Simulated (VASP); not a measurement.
# CoSi2 (Fm-3m) in VASP: further runs, part 2 of 2

VASP 6.6.1.

### Step 4. Single point, PBE

INCAR reads:

```
PREC = Accurate
ENCUT = 600
EDIFF = 1E-6
ISMEAR = 0
SIGMA = 0.1
LREAL = False
LASPH = True
NELM = 120
ALGO = Normal
ISIF = 2
LWAVE = False
LCHARG = False
GGA = PE
NBANDS = 16
GGA_COMPAT = False
```

KPOINTS reads:

```
regular mesh
0
Gamma
  6 6 6
```

POSCAR reads:

```
CoSi2
1.0
    0.0000000000      2.6795376332      2.6795376332
    2.6795376332      0.0000000000      2.6795376332
    2.6795376332      2.6795376332      0.0000000000
Co Si
1 2
Direct
    0.0000000000      0.0000000000      0.0000000000
    0.7500000000      0.7500000000      0.7500000000
    0.2500000000      0.2500000000      0.2500000000
```

Potentials or basis: VASP PAW PBE potentials, release 64 (Co, Si).

On the command line:

```console
> cat potpaw_PBE.64/Co/POTCAR potpaw_PBE.64/Si/POTCAR > POTCAR
> mpirun -np 1 vasp_std > vasp.out
```

OUTCAR:

```text
PREC = Accurate
   ENCUT = 600
   EDIFF = 1E-6
   ISMEAR = 0
   LREAL = False
   LASPH = True
   NELM = 120
   ISIF = 2
   GGA = PE

 ion  position               nearest neighbor table
   1  0.000  0.000  0.000-   2 2.32   3 2.32   2 2.32   2 2.32   2 2.32   3 2.32   3 2.32   3 2.32

   2  0.750  0.750  0.750-   1 2.32   1 2.32   1 2.32   1 2.32   3 2.68   3 2.68   3 2.68   3 2.68
                             3 2.68   3 2.68
   3  0.250  0.250  0.250-   1 2.32   1 2.32   1 2.32   1 2.32   2 2.68   2 2.68   2 2.68   2 2.68
                             2 2.68   2 2.68

  LATTYP: Found a face centered cubic cell.
 ALAT       =     5.3590752664

  Lattice vectors:

 A1 = (   0.0000000000,   2.6795376332,   2.6795376332)
 A2 = (   2.6795376332,   0.0000000000,   2.6795376332)
 A3 = (   2.6795376332,   2.6795376332,   0.0000000000)

Analysis of symmetry for initial positions (statically):
=====================================================================
 Subroutine PRICEL returns:
 Original cell was already a primitive cell.

 Routine SETGRP: Setting up the symmetry group for a
 face centered cubic supercell.

 Subroutine GETGRP returns: Found 48 space group operations
 (whereof 48 operations were pure point group operations)
 out of a pool of 48 trial point group operations.

The static configuration has the point symmetry O_h .

Analysis of symmetry for dynamics (positions and initial velocities):
=====================================================================
 Subroutine PRICEL returns:
 Original cell was already a primitive cell.

 Routine SETGRP: Setting up the symmetry group for a
 face centered cubic supercell.

 Subroutine GETGRP returns: Found 48 space group operations
 (whereof 48 operations were pure point group operations)
 out of a pool of 48 trial point group operations.

The dynamic configuration has the point symmetry O_h .

 Subroutine INISYM returns: Found 48 space group operations
 (whereof 48 operations are pure point group operations),
[... 109 lines left out ...]
     AMIX_MAG =   1.60;   BMIX_MAG =  1.00
  volume/ion in A,a.u.               =      12.83        86.55
  Fermi-wavevector in a.u.,A,eV,Ry     =   1.246870  2.356243 21.152781  1.554686
  Thomas-Fermi vector in A             =   2.381028
   LORBIT       =      0    0 simple, 1 ext, 2 COOP (PROOUT), +10 PAW based schemes
   GGA     = PE    functional components
   LHFCALC =     F    Hartree Fock is set to
   AEXX    =    0.0000 exact exchange contribution
   IVDW    =     0    specifies the selected vdW correction
   LEPSILON=     F    determine dielectric tensor
   LRPA    =     F    only Hartree local field effects (RPA)
 non-spin polarized calculation
 Gauss-broadening in eV      SIGMA  =   0.10
  energy-cutoff  :      600.00
  volume of cell :       38.48
 maximum number of plane-waves:      1303
   NGX = 15   NGY = 15   NGZ = 15

 number of electron      17.0000005 magnetization

 Free energy of the ion-electron system (eV)
  ---------------------------------------------------
  ext. energy  EPLUGINS =         0.00000000
  ---------------------------------------------------
  free energy    TOTEN  =       -19.29004005 eV

  energy without entropy =      -19.28128647  energy(sigma->0) =      -19.28566326

 E-fermi :  10.1987     XC(G=0): -11.7385

 val. band max:        9.8377771048   @ k =  -0.1667   0.1667   0.0000
 cond. band min:      10.2115150454   @ k =  -0.3333   0.1667   0.0000
 fundamental gap:      0.3737379407
 Fermi energy:        10.1987388780

 k-point     1 :       0.0000    0.0000    0.0000
  band No.  band energies     occupation
      1      -3.0421      2.00000
      2       6.0025      2.00000
      3       6.0025      2.00000
      4       6.0025      2.00000
      5       8.1731      2.00000
      6       8.1731      2.00000
[... 281 lines left out ...]
      3       3.4181      2.00000
      4       4.9148      2.00000
      5       7.3433      2.00000
      6       8.0086      2.00000
[... 8 lines left out ...]
     15      20.8707      0.00000
     16      21.8974      0.00000

------------------------ aborting loop because EDIFF is reached ----------------------------------------

  FORCE on cell =-STRESS in cart. coord.  units (eV):
  Direction    XX          YY          ZZ          XY          YZ          ZX
  --------------------------------------------------------------------------------------
  -------------------------------------------------------------------------------------
  Total       -0.0318129     -0.0318129     -0.0318129      0.0000000     -0.0000000      0.0000000
  in kB       -1.3246586     -1.3246586     -1.3246586      0.0000000     -0.0000000      0.0000000
  external PRESSURE =      -1.3246586 kB  Pullay stress =       0.0000000 kB

 VOLUME and BASIS-vectors are now :
 -----------------------------------------------------------------------------
  energy-cutoff  :      600.00
  volume of cell :       38.48
      direct lattice vectors                 reciprocal lattice vectors
     0.000000000  2.679537633  2.679537633    -0.186599357  0.186599357  0.186599357
     2.679537633  0.000000000  2.679537633     0.186599357 -0.186599357  0.186599357
     2.679537633  2.679537633  0.000000000     0.186599357  0.186599357 -0.186599357

 POSITION                                       TOTAL-FORCE (eV/Angst)
 -----------------------------------------------------------------------------------
      0.00000      0.00000      0.00000         0.000000      0.000000      0.000000
      4.01931      4.01931      4.01931         0.000000      0.000000      0.000000
      1.33977      1.33977      1.33977        -0.000000     -0.000000     -0.000000
 -----------------------------------------------------------------------------------
    total drift:                                0.000000     -0.000000     -0.000000

  FREE ENERGIE OF THE ION-ELECTRON SYSTEM (eV)
  ---------------------------------------------------
  free  energy   TOTEN  =       -19.2900400483 eV

  energy  without entropy=      -19.2812864709  energy(sigma->0) =      -19.28566326
```

stdout:

```text
POSCAR found type information on POSCAR CoSi
 POSCAR found :  2 types and       3 ions
 scaLAPACK will be used
 LDA part: xc-table for (Slater+PW92), standard interpolation
 POSCAR, INCAR and KPOINTS ok, starting setup
 FFT: planning ... GRIDC
 FFT: planning ... GRID_SOFT
 FFT: planning ... GRID
 WAVECAR not read
 entering main loop
```

Run time: 24 s. Hardware: 1 thread of Intel Xeon 8259CL, shared host; peak memory 0.17 GiB.

Results:

```yaml
Free_energy: -19.2900 eV
Pressure: -0.1 GPa
```

### Step 5. Summary

```csv
task,cell,k mesh,cutoff (eV),gap on the mesh (eV),pressure (GPa)
single point,"a = 3.790 Å, angles 60.0°, 3 atoms",16 × 16 × 16,520,none,-0.1
relaxation of cell and atoms,"relaxed from a = 3.789 Å, angles 60.0°, 3 atoms",16 × 16 × 16,600,none,-0.1
single point,"a = 3.789 Å, angles 60.0°, 3 atoms",6 × 6 × 6,600,none,-0.1
```

Alike in all rows: level PBE; potentials or basis VASP PAW PBE potentials, release 64 (Co, Si); no spin polarisation; smearing gaussian 0.1 eV.

Caveats: the relaxation stopped at its first step, so nothing moved (some runs).

Total energies depend on the potentials used, so only differences within one code and one set of settings carry meaning.
